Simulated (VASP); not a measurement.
# Mg15GaO16 (a cell with a defect): single point with PBEsol

The system is Mg15GaO16 (a cell with a defect).

```
CELL_PARAMETERS angstrom
8.42881 0.00000 0.00000
0.00000 8.42881 0.00000
0.00000 0.00000 8.42881
ATOMIC_POSITIONS crystal
O 0.25174 0.00009 0.00032
O 0.25461 0.00006 0.50035
O 0.25461 0.50011 0.00032
O 0.27548 0.49994 0.50020
O 0.74854 0.00019 0.00043
O 0.74568 0.00020 0.50043
O 0.74569 0.50017 0.00043
O 0.72475 0.50033 0.50057
O 0.00020 0.24733 0.00039
O 0.00049 0.23170 0.50054
O 0.00011 0.75297 0.00036
O 0.99981 0.76850 0.50022
O 0.50022 0.25029 0.00041
O 0.50024 0.25125 0.50039
O 0.50008 0.74998 0.00034
O 0.50003 0.74903 0.50040
O 0.00019 0.00013 0.24755
O 0.00010 0.00012 0.75321
O 0.00050 0.50033 0.23196
O 0.99982 0.49999 0.76877
O 0.50021 0.00018 0.25053
O 0.50009 0.00012 0.75024
O 0.50024 0.50014 0.25147
O 0.50003 0.50013 0.74926
O 0.25085 0.25089 0.25111
O 0.25071 0.25085 0.74961
O 0.25070 0.74936 0.25109
O 0.25054 0.74926 0.74952
O 0.74974 0.25101 0.25123
O 0.74958 0.25093 0.74968
O 0.74959 0.74942 0.25117
O 0.74946 0.74938 0.74961
Mg 0.00015 0.00016 0.00038
Mg 0.00015 0.00007 0.50039
Mg 0.00013 0.50009 0.00036
Mg 0.50014 0.00013 0.00039
Mg 0.50016 0.00017 0.50038
Mg 0.50016 0.50014 0.00039
Mg 0.24946 0.24988 0.00036
Mg 0.24838 0.24742 0.50036
Mg 0.24937 0.75031 0.00035
Mg 0.24826 0.75272 0.50028
Mg 0.75093 0.24996 0.00042
Mg 0.75205 0.24759 0.50047
Mg 0.75083 0.75038 0.00038
Mg 0.75190 0.75287 0.50040
Mg 0.24946 0.00011 0.25012
Mg 0.24936 0.00008 0.75055
Mg 0.24839 0.50011 0.24768
Mg 0.24824 0.50005 0.75298
Mg 0.75092 0.00017 0.25021
Mg 0.75084 0.00014 0.75064
Mg 0.75205 0.50022 0.24784
Mg 0.75191 0.50017 0.75309
Mg 0.00029 0.24953 0.24980
Mg 0.00014 0.24945 0.75104
Mg 0.00015 0.75082 0.24966
Mg 0.00000 0.75075 0.75102
Mg 0.50024 0.24895 0.24921
Mg 0.50014 0.24890 0.75159
Mg 0.50013 0.75137 0.24913
Mg 0.50005 0.75135 0.75160
Ga 0.00016 0.50025 0.50042
Ga 0.50012 0.50016 0.50045
```

```yaml
Program: VASP 6.6.1
Task: single point
Functional: PBEsol
Potentials_or_basis: VASP PAW PBE potentials, release 64 (O, Mg, Ga_d)
Cutoff: 520 eV
k_mesh: 1 × 1 × 1, shifted
Occupations: fermi-dirac, width 0.05 eV
Spin: no spin polarisation
Dipole_correction: no
Further_INCAR_settings: LREAL = Auto; ALGO = Normal; EDIFF = 1e-06; NBANDS = 177; ISYM = 0
```

```json
{
 "Pressure": "2.8 GPa",
 "Largest force": "0.041 eV/Å",
 "Band gap on the k mesh": "2.14 eV"
}
```

Forces on the atoms (eV/Å):
```
O   -0.003  0.001  0.004
O   -0.022 -0.002  0.001
O   -0.021  0.000 -0.002
O   -0.022  0.011  0.011
O    0.005 -0.001  0.000
O    0.023  0.001 -0.002
O    0.022  0.000  0.002
O    0.020 -0.008 -0.009
O   -0.002 -0.005  0.003
O   -0.021 -0.034 -0.010
O   -0.001  0.001 -0.004
O    0.023  0.033  0.010
O   -0.001 -0.010  0.001
O   -0.001 -0.018  0.003
O    0.001  0.013 -0.001
O    0.003  0.018 -0.001
O    0.000  0.004 -0.004
O    0.001 -0.003  0.000
O   -0.022 -0.012 -0.033
O    0.021  0.010  0.030
O   -0.001 -0.003 -0.007
O    0.000 -0.002  0.009
O   -0.002  0.004 -0.015
O    0.004  0.002  0.018
O   -0.015 -0.003  0.002
O   -0.008  0.005  0.000
O   -0.006  0.002  0.006
O   -0.007 -0.001 -0.002
O    0.010  0.000  0.005
O    0.008  0.001 -0.005
O    0.006 -0.002 -0.001
O    0.012  0.000  0.002
Mg   0.000 -0.002  0.000
Mg   0.000  0.009 -0.001
Mg   0.001  0.003  0.004
Mg   0.000  0.003 -0.001
Mg  -0.001 -0.003  0.001
Mg  -0.001 -0.003  0.000
Mg   0.007  0.005  0.000
Mg   0.014  0.008  0.000
Mg   0.004 -0.004 -0.001
Mg   0.013 -0.006  0.002
Mg  -0.007  0.003  0.000
Mg  -0.010  0.004 -0.002
Mg  -0.003 -0.004  0.002
Mg  -0.019 -0.011 -0.002
Mg   0.005  0.002  0.004
Mg   0.006  0.002 -0.002
Mg   0.016  0.000  0.006
Mg   0.012  0.000 -0.007
Mg  -0.005  0.001  0.002
Mg  -0.006  0.002 -0.004
Mg  -0.012 -0.002  0.003
Mg  -0.017 -0.003 -0.008
Mg  -0.002  0.004  0.003
Mg   0.000  0.002 -0.004
Mg  -0.001 -0.003  0.003
Mg   0.002 -0.003 -0.002
Mg  -0.001  0.005  0.001
Mg   0.001  0.005 -0.002
Mg   0.001 -0.006  0.007
Mg   0.000 -0.005 -0.008
Ga   0.000 -0.005 -0.002
Ga   0.005  0.002 -0.002
```

Stress tensor (GPa, compression positive):
```
 2.56 -0.01 -0.01
-0.01  2.95 -0.01
-0.01 -0.01  2.95
```

Levels at points of the mesh, in eV from the valence-band top:
| k point | band 136 | band 137 | band 138 | band 139 | band 140 | band 141 | band 142 | band 143 |
| --- | --- | --- | --- | --- | --- | --- | --- | --- |
| (0.25, 0.25, 0.25) | -3.66 | -3.43 | -3.43 | 0.00 | 2.14 | 2.79 | 3.50 | 3.64 |

It took 29 min on 1 thread of AMD EPYC 7R13, with other jobs on the host, peak memory 0.7 GiB.

Caveat: the PAW data sets were made with another functional, which shifts forces and pressure a little.
